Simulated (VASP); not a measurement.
# Mo in VASP: a series of runs, part 2 of 2

VASP 6.6.1. The steps go on from the part before.

**4. Relaxation of cell and atoms, PBEsol+D4**

This run uses another cell than the first one, of 15.89 Å³/atom, 0.980 times its volume.

The input, INCAR:

```
SYSTEM = Mo
ALGO     = Normal         ! electronic algorithm
EDIFF    = 1E-7           ! SCF threshold, eV
EDIFFG   = -0.01          ! ionic threshold
ENCUT    = 600            ! plane-wave cutoff, eV
GGA      = PS             ! functional
IBRION   = 2              ! ionic algorithm
ISIF     = 3              ! what is computed and relaxed
ISMEAR   = -1             ! smearing method
IVDW     = 13             ! dispersion correction
LASPH    = .TRUE.         ! aspherical terms in the spheres
LCHARG   = .FALSE.        ! write CHGCAR
LREAL    = .FALSE.        ! projectors in reciprocal space
LWAVE    = .FALSE.        ! write WAVECAR
NELM     = 100            ! most SCF steps
NSW      = 60             ! ionic steps
PREC     = Accurate       ! precision mode
SIGMA    = 0.05           ! smearing width, eV
```

The input, KPOINTS:

```
k-points
0
G
  12 12 12
  0 0 0
```

The input, POSCAR:

```
Mo
1.0
   -1.5838089719      1.5838089719      1.5838089719
    1.5838089719     -1.5838089719      1.5838089719
    1.5838089719      1.5838089719     -1.5838089719
Mo
1
Direct
    0.0000000000      0.0000000000      0.0000000000
```

Potentials or basis: VASP PAW PBE potentials, release 64 (Mo_sv).

Launch:

```sh
$ cat potpaw_PBE.64/Mo_sv/POTCAR > POTCAR
$ mpirun -np 1 vasp_std > vasp.out
```

OUTCAR:

```text
SYSTEM = Mo
   EDIFF = 1E-7
   EDIFFG = -0.01
   ENCUT = 600
   GGA = PS
   IBRION = 2
   ISIF = 3
   ISMEAR = -1
   IVDW = 13
   LASPH = .TRUE.
   LREAL = .FALSE.
   NELM = 100
   NSW = 60
   PREC = Accurate

 ion  position               nearest neighbor table
   1  0.000  0.000  0.000-

  LATTYP: Found a body centered cubic cell.
 ALAT       =     3.1676179438

  Lattice vectors:

 A1 = (  -1.5838089719,   1.5838089719,   1.5838089719)
 A2 = (   1.5838089719,  -1.5838089719,   1.5838089719)
 A3 = (   1.5838089719,   1.5838089719,  -1.5838089719)

Analysis of symmetry for initial positions (statically):
=====================================================================
 Subroutine PRICEL returns:
 Original cell was already a primitive cell.

 Routine SETGRP: Setting up the symmetry group for a
 body centered cubic supercell.

 Subroutine GETGRP returns: Found 48 space group operations
 (whereof 48 operations were pure point group operations)
 out of a pool of 48 trial point group operations.

The static configuration has the point symmetry O_h .

Analysis of symmetry for dynamics (positions and initial velocities):
=====================================================================
 Subroutine PRICEL returns:
 Original cell was already a primitive cell.

 Routine SETGRP: Setting up the symmetry group for a
 body centered cubic supercell.

 Subroutine GETGRP returns: Found 48 space group operations
 (whereof 48 operations were pure point group operations)
 out of a pool of 48 trial point group operations.

The dynamic configuration has the point symmetry O_h .

 Subroutine INISYM returns: Found 48 space group operations
 (whereof 48 operations are pure point group operations),
 and found     1 'primitive' translations

----------------------------------------------------------------------------------------

                                     Primitive cell

  volume of cell :      15.8916

  direct lattice vectors                    reciprocal lattice vectors
    -1.583808972  1.583808972  1.583808972     0.000000000  0.315694638  0.315694638
     1.583808972 -1.583808972  1.583808972     0.315694638  0.000000000  0.315694638
[... 100 lines left out ...]
   IALGO  =     38    algorithm
   IMIX   =      4    mixing-type and parameters
     AMIX     =   0.40;   BMIX     =  1.00
     AMIX_MAG =   1.60;   BMIX_MAG =  1.00
  volume/ion in A,a.u.               =      15.89       107.24
  Fermi-wavevector in a.u.,A,eV,Ry     =   1.569380  2.965698 33.510508  2.462953
  Thomas-Fermi vector in A             =   2.671271
   LORBIT       =      0    0 simple, 1 ext, 2 COOP (PROOUT), +10 PAW based schemes
   GGA     = PS    functional components
   LHFCALC =     F    Hartree Fock is set to
   AEXX    =    0.0000 exact exchange contribution
   IVDW    =    13    specifies the selected vdW correction
   LEPSILON=     F    determine dielectric tensor
   LRPA    =     F    only Hartree local field effects (RPA)
 conjugate gradient relaxation of ions
 non-spin polarized calculation
  energy-cutoff  :      600.00
  volume of cell :       15.89
 maximum number of plane-waves:       555
 NGX is ok and might be reduce to    24
   NGX = 11   NGY = 11   NGZ = 11

--------------------------------------- Ionic step        1  -------------------------------------------

 number of electron      14.0000002 magnetization

 Free energy of the ion-electron system (eV)
  ---------------------------------------------------
  ext. energy  EPLUGINS =         0.00000000
  ---------------------------------------------------
  free energy    TOTEN  =       -11.77905672 eV

  energy without entropy =      -11.77655101  energy(sigma->0) =      -11.77780386

------------------------ aborting loop because EDIFF is reached ----------------------------------------

  DFT-D4 for vdW energy calculation

  Edisp (eV):   -0.35061
[... 225 lines left out ...]
--------------------------------------- Ionic step        7  -------------------------------------------

 number of electron      13.9999999 magnetization

 Free energy of the ion-electron system (eV)
  ---------------------------------------------------
  ext. energy  EPLUGINS =         0.00000000
  ---------------------------------------------------
  free energy    TOTEN  =       -11.79334626 eV

  energy without entropy =      -11.79116548  energy(sigma->0) =      -11.79225587

 E-fermi :  12.9017     XC(G=0): -13.7024

 val. band max:       12.8140138405   @ k =  -0.1667   0.2500   0.0833
 cond. band min:      12.9313867068   @ k =   0.5000   0.5000   0.0833
 fundamental gap:      0.1173728662
 Fermi energy:        12.9016880377

 k-point     1 :       0.0000    0.0000    0.0000
  band No.  band energies     occupation
      1     -48.2362      2.00000
      2     -21.4494      2.00000
      3     -21.4494      2.00000
      4     -21.4494      2.00000
      5       5.5801      2.00000
      6      11.5369      2.00000
      7      11.5369      2.00000
      8      11.5369      2.00000
      9      14.6658      0.00000
     10      14.6658      0.00000
     11      27.8161      0.00000
[... 309 lines left out ...]
 k-point    24 :       0.4167    0.0833    0.0833
  band No.  band energies     occupation
      1     -47.9282      2.00000
      2     -22.9013      2.00000
      3     -22.0171      2.00000
      4     -21.5685      2.00000
      5       8.0305      2.00000
      6       9.4047      2.00000
      7      13.3515      0.00025
      8      14.8906      0.00000
      9      15.4068      0.00000
     10      19.6165      0.00000
     11      24.4342      0.00000

 [... further k-points ...]

------------------------ aborting loop because EDIFF is reached ----------------------------------------

  DFT-D4 for vdW energy calculation

  Edisp (eV):   -0.36599
[... 24 lines left out ...]
  FREE ENERGIE OF THE ION-ELECTRON SYSTEM (eV)
  ---------------------------------------------------
  free  energy   TOTEN  =       -12.1593356530 eV

  energy  without entropy=      -12.1571548713  energy(sigma->0) =      -12.15824526

 reached required accuracy - stopping structural energy minimisation
```

OSZICAR:

```text
N       E                     dE             d eps       ncg     rms          rms(c)
DAV:   1     0.994061970968E+02    0.99406E+02   -0.89345E+03  1592   0.145E+03
DAV:   2    -0.109583662825E+02   -0.11036E+03   -0.10671E+03  1728   0.364E+02
DAV:   3    -0.125522764224E+02   -0.15939E+01   -0.15806E+01  1830   0.427E+01
[... 52 lines left out ...]
DAV:   1    -0.117936261916E+02    0.12346E-03   -0.71601E-03  1650   0.122E+00    0.200E-01
DAV:   2    -0.117933636083E+02    0.26258E-03   -0.54215E-04  1641   0.298E-01    0.336E-02
DAV:   3    -0.117933425837E+02    0.21025E-04   -0.87403E-05  1686   0.118E-01    0.309E-02
DAV:   4    -0.117933462149E+02   -0.36312E-05   -0.14324E-06  1646   0.143E-02    0.124E-03
DAV:   5    -0.117933462596E+02   -0.44730E-07   -0.12750E-07  1078   0.452E-03
   7 F= -.12159336E+02 E0= -.12158245E+02  d E =-.364761E-05
```

It took 38 s on 1 thread of AMD EPYC 9R45 (Zen 5), shared host; peak memory 0.13 GiB.

What came out:

| Quantity | Value |
| --- | --- |
| Free energy | -12.1593 eV |
| Relaxed volume | 15.16 Å³/atom |
| Relaxed cell | a = 2.700 Å, b = 2.700 Å, c = 2.700 Å, α = 109.47°, β = 109.47°, γ = 109.47° |
| Space group after relaxing (to 0.05 Å) | Im-3m (No. 229) |
| Energy gained by relaxing | 29.7 meV/atom |
| Ionic steps | 7 |
| Pressure after relaxing | 0.0 GPa |
| Band gap on the k mesh | zero (band 7 reaches 17.15 eV, above the bottom of band 8 at 11.54 eV) |
| Dispersion energy per atom | -0.366 eV |

The path:
| step | energy change (eV) | largest force (eV/Å) | pressure (GPa) | volume (Å³) |
| --- | --- | --- | --- | --- |
| 1 | 0.0000 | 0.0000 | -12.47 | 15.89 |
| 2 | 0.2602 | 0.0000 | 53.48 | 13.21 |
| 3 | -0.0296 | 0.0000 | -0.85 | 15.20 |
| 4 | -0.0297 | 0.0000 | -0.12 | 15.17 |
| 5 | -0.0297 | 0.0000 | 0.15 | 15.15 |
| 6 | -0.0296 | 0.0000 | -0.36 | 15.18 |
| 7 | -0.0297 | 0.0000 | 0.00 | 15.16 |

Final structure:
```
Mo
1.0
    -1.55912    1.55912    1.55912
     1.55912   -1.55912    1.55912
     1.55912    1.55912   -1.55912
Mo
1
Direct
  0.00000 0.00000 0.00000
```

Caveat: the PAW data sets were made with another functional, which shifts forces and pressure a little; pairwise dispersion overbinds metals, which lowers pressure and volume.

**5. Relaxation of cell and atoms, RPBE+D3(BJ)**

This run uses another cell than the first one, of 15.89 Å³/atom, 0.980 times its volume.

The input, INCAR:

```
  PREC = Accurate
  ENCUT = 600
  EDIFF = 1E-7
  ISMEAR = -1
  SIGMA = 0.05
  LREAL = F
  LASPH = T
  NELM = 80
  ALGO = Normal
  ISIF = 3
  LWAVE = F
  LCHARG = F
  GGA = RP
  IVDW = 12
  IBRION = 2
  NSW = 60
  EDIFFG = -0.01
```

The input, KPOINTS:

```
Automatic mesh
0
Gamma
  12 12 12
```

POSCAR is that of step 4.

Launch:

```sh
$ cat potpaw_PBE.64/Mo_sv/POTCAR > POTCAR
$ mpirun -np 1 vasp_std > vasp.out
```

Run time: 73 s. Hardware: 1 thread of AMD EPYC 9R45 (Zen 5), shared host; peak memory 0.14 GiB.

It converged, with:

```yaml
Free_energy: -14.8251 eV
Relaxed_volume: 13.63 Å³/atom
Relaxed_cell: a = 2.606 Å, b = 2.606 Å, c = 2.606 Å, α = 109.47°, β = 109.47°, γ = 109.47°
Space_group_after_relaxing_to_0.05_Å: Im-3m (No. 229)
Energy_gained_by_relaxing: 349.8 meV/atom
Ionic_steps: 16
Pressure_after_relaxing: 0.0 GPa
Band_gap_on_the_k_mesh: zero (band 7 reaches 19.79 eV, above the bottom of band 8 at 13.33 eV)
Dispersion_energy_per_atom: -4.817 eV
```

The path:
```
step  energy change (eV)  largest force (eV/Å)  pressure (GPa)  volume (Å³)
   1              0.0000                0.0000          -43.61        15.89
   2              6.2306                0.0000          555.67         7.87
   3             -0.3259                0.0000          -13.80        14.17
   4             -0.3458                0.0000           -5.87        13.85
   5             -0.3498                0.0000            0.13        13.63
   6             -0.3497                0.0000           -1.08        13.67
   7             -0.3497                0.0000           -0.98        13.67
   8             -0.3497                0.0000           -0.71        13.66
   9             -0.3497                0.0000           -0.72        13.66
  10             -0.3497                0.0000           -0.70        13.66
  11             -0.3498                0.0000           -0.68        13.66
  12             -0.3498                0.0000           -0.61        13.65
  13             -0.3498                0.0000           -0.50        13.65
  14             -0.3498                0.0000           -0.27        13.64
  15             -0.3498                0.0000            0.18        13.63
  16             -0.3498                0.0000            0.00        13.63
```

Final structure:
```
CELL_PARAMETERS angstrom
-1.50485 1.50485 1.50485
1.50485 -1.50485 1.50485
1.50485 1.50485 -1.50485
ATOMIC_POSITIONS crystal
Mo 0.00000 0.00000 0.00000
```

Levels at points of the mesh, in eV from the Fermi level:
```tsv
k point	band 4	band 5	band 6	band 7	band 8	band 9	band 10	band 11
(0.00, 0.00, 0.00)	-34.22	-7.58	-1.64	-1.64	-1.64	1.93	1.93	15.01
(0.50, 0.00, 0.00)	-34.25	-6.17	-4.10	2.06	2.30	2.81	5.79	12.23
(0.50, 0.50, 0.50)	-35.66	-6.57	-6.57	4.82	4.82	4.82	10.27	10.27
```

Caveat: the PAW data sets were made with another functional, which shifts forces and pressure a little; pairwise dispersion overbinds metals, which lowers pressure and volume.

**6. Relaxation of cell and atoms, RPBE+D4**

This run uses another cell than the first one, of 15.89 Å³/atom, 0.980 times its volume.

The input, INCAR:

```
  PREC = Accurate
  ENCUT = 600
  EDIFF = 1E-6
  ISMEAR = -1
  SIGMA = 0.05
  LREAL = False
  LASPH = True
  NELM = 80
  ALGO = Normal
  ISIF = 3
  LWAVE = False
  LCHARG = False
  GGA = RP
  IVDW = 13
  IBRION = 2
  NSW = 60
  EDIFFG = -0.01
```

The input, KPOINTS:

```
regular mesh
0
Gamma
  12 12 12
```

POSCAR is that of step 5.

Potentials or basis: VASP PAW PBE potentials, release 64 (Mo_sv).

Launch:

```sh
$ cat potpaw_PBE.64/Mo_sv/POTCAR > POTCAR
$ mpirun -np 1 vasp_std > vasp.out
```

Wall time 24 s (1 thread of AMD EPYC 9R45 (Zen 5), shared host); peak memory 0.13 GiB.

Results (log left out):

```yaml
Free_energy: -11.4914 eV
Relaxed_volume: 15.37 Å³/atom
Relaxed_cell: a = 2.713 Å, b = 2.713 Å, c = 2.713 Å, α = 109.47°, β = 109.47°, γ = 109.47°
Space_group_after_relaxing_to_0.05_Å: Im-3m (No. 229)
Energy_gained_by_relaxing: 14.3 meV/atom
Ionic_steps: 4
Pressure_after_relaxing: 0.0 GPa
Band_gap_on_the_k_mesh: zero (band 7 reaches 17.00 eV, above the bottom of band 8 at 11.54 eV)
Dispersion_energy_per_atom: -1.136 eV
```

Step by step:
| step | energy change (eV) | largest force (eV/Å) | pressure (GPa) | volume (Å³) |
| --- | --- | --- | --- | --- |
| 1 | 0.0000 | 0.0000 | -8.54 | 15.89 |
| 2 | 0.1060 | 0.0000 | 30.93 | 14.02 |
| 3 | -0.0142 | 0.0000 | -0.35 | 15.39 |
| 4 | -0.0143 | 0.0000 | -0.03 | 15.37 |

Final structure:
```cif
data_structure
_symmetry_space_group_name_H-M 'P 1'
_symmetry_Int_Tables_number 1
_cell_length_a 2.7131
_cell_length_b 2.7131
_cell_length_c 2.7131
_cell_angle_alpha 109.471
_cell_angle_beta 109.471
_cell_angle_gamma 109.471
_cell_volume 15.37
loop_
_atom_site_label
_atom_site_type_symbol
_atom_site_fract_x
_atom_site_fract_y
_atom_site_fract_z
_atom_site_occupancy
Mo1 Mo 0.00000 0.00000 0.00000 1
```

Levels at points of the mesh, in eV from the Fermi level:
```
           k point  band 3  band 4  band 5  band 6  band 7  band 8  band 9  band 10  band 11
(0.00, 0.00, 0.00)  -34.48  -34.48   -7.22   -1.35   -1.35   -1.35    1.75     1.75    14.90
(0.50, 0.00, 0.00)  -34.94  -34.49   -5.37   -3.43    1.74    1.78    2.43     4.89    12.04
(0.50, 0.50, 0.50)  -35.49  -35.49   -5.51   -5.51    4.11    4.11    4.11     9.26     9.26
```

Caveat: the PAW data sets were made with another functional, which shifts forces and pressure a little; pairwise dispersion overbinds metals, which lowers pressure and volume.

**7. Summary**

| task | level | cell | k mesh | cutoff (eV) | gap on the mesh (eV) | pressure (GPa) | relaxed volume (Å³/atom) |
| --- | --- | --- | --- | --- | --- | --- | --- |
| single point | PBE | a = 2.762 Å, angles 110.0, 110.0, 108.4°, 1 atom | 10 × 10 × 10 | 520 | none | -6.1 | - |
| single point | PBE | a = 2.780 Å, angles 110.5, 110.5, 107.3°, 1 atom | 10 × 10 × 10 | 520 | none | -10.2 | - |
| relaxation of cell and atoms | PBEsol+D4 | relaxed from a = 2.743 Å, angles 109.5°, 1 atom | 12 × 12 × 12 | 600 | none | 0.0 | 15.16 |
| relaxation of cell and atoms | RPBE+D3(BJ) | relaxed from a = 2.743 Å, angles 109.5°, 1 atom | 12 × 12 × 12 | 600 | none | 0.0 | 13.63 |
| relaxation of cell and atoms | RPBE+D4 | relaxed from a = 2.743 Å, angles 109.5°, 1 atom | 12 × 12 × 12 | 600 | none | 0.0 | 15.37 |

Alike in all rows: potentials or basis VASP PAW PBE potentials, release 64 (Mo_sv); no spin polarisation; smearing fermi-dirac 0.05 eV.

Caveats: the PAW data sets were made with another functional, which shifts forces and pressure a little (some runs); pairwise dispersion overbinds metals, which lowers pressure and volume (some runs).

Absolute energies hang on the potentials; compare differences alone.
